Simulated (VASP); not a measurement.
Set up this calculation in VASP 6.6.1, as the native input.

```yaml
Task: single point
Functional: LDA
Potentials_or_basis: VASP PAW LDA potentials, release 64 (Cs_sv, Cd, Cl)
Cutoff: 520 eV
k_mesh: 6 × 6 × 6
Occupations: gaussian, width 0.05 eV
Spin: no spin polarisation
Dipole_correction: no
Further_INCAR_settings: ALGO = Normal; EDIFF = 1e-06; NBANDS = 29
```

The structure of CsCdCl3 lies in POSCAR:

```
CsCdCl3
1.0
    5.2780000000      0.0000000000      0.0000000000
    0.0000000000      5.2780000000      0.0000000000
    0.0000000000      0.0000000000      5.0440000000
Cs Cd Cl
1 1 3
Direct
    0.0000000000      0.0000000000      0.0000000000
    0.5000000000      0.5000000000      0.5000000000
    0.0000000000      0.5000000000      0.5000000000
    0.5000000000      0.0000000000      0.5000000000
    0.5000000000      0.5000000000      0.0000000000
```

This cell differs from its parent crystal: strain +0.015 along x and y, -0.030 along z.

These files were run (other wordings do the same):

INCAR

```
PREC = Accurate
ENCUT = 520
EDIFF = 1E-6
ISMEAR = 0
SIGMA = 0.05
LREAL = False
LASPH = True
NELM = 100
ALGO = Normal
ISIF = 2
LWAVE = False
LCHARG = False
GGA = CA
NBANDS = 29
```

KPOINTS

```
Automatic mesh
0
Gamma
  6 6 6
```

Potentials or basis: VASP PAW LDA potentials, release 64 (Cs_sv, Cd, Cl).

The run is started by

```console
$ cat potpaw_LDA.64/Cs_sv/POTCAR potpaw_LDA.64/Cd/POTCAR potpaw_LDA.64/Cl/POTCAR > POTCAR
$ mpirun -np 1 vasp_std > vasp.out
```

It gave:

The pressure is -1.5 GPa. The band gap on the k mesh is 1.46 eV (least direct gap 2.13 eV).

Caveat: the cell differs from its parent crystal (strain +0.015 along x and y, -0.030 along z); spin-orbit coupling is left out, which moves the levels of the heavy elements.

Wall time 68 s on 1 thread of AMD EPYC 9R45 96-Core Processor (Zen 5) (shared host), peak memory 0.26 GiB.
